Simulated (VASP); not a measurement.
Here is a VASP 6.6.1 calculation.

File INCAR:

```
SYSTEM = TiRh
PREC = Accurate ; ENCUT = 520
EDIFF = 1E-7 ; ISMEAR = 0
SIGMA = 0.15 ; LREAL = .False.
LASPH = .True. ; NELM = 100
ALGO = Normal ; ISIF = 2
LWAVE = .False. ; LCHARG = .False.
NBANDS = 20
```

File KPOINTS:

```
Automatic mesh
0
Gamma
  16 16 16
  0 0 0
```

POSCAR

```
TiRh
1.0
    2.9594419000      0.0000000000      0.0000000000
    0.0000000000      2.9594419000      0.0000000000
    0.0000000000      0.0000000000      2.9594419000
Ti Rh
1 1
Direct
    0.5000000000      0.5000000000      0.5000000000
    0.0000000000      0.0000000000      0.0000000000
```

Potentials or basis: VASP PAW LDA potentials, release 64 (Ti_sv, Rh_pv).

Run with:

```console
$ cat potpaw_LDA.64/Ti_sv/POTCAR potpaw_LDA.64/Rh_pv/POTCAR > POTCAR
$ mpirun -np 1 vasp_std > vasp.out
```

Task: Estimate the pressure.

Result: 23.1 GPa.

Caveat: the cell differs from its parent crystal (strain -0.050 along x and y, -0.050 along z).
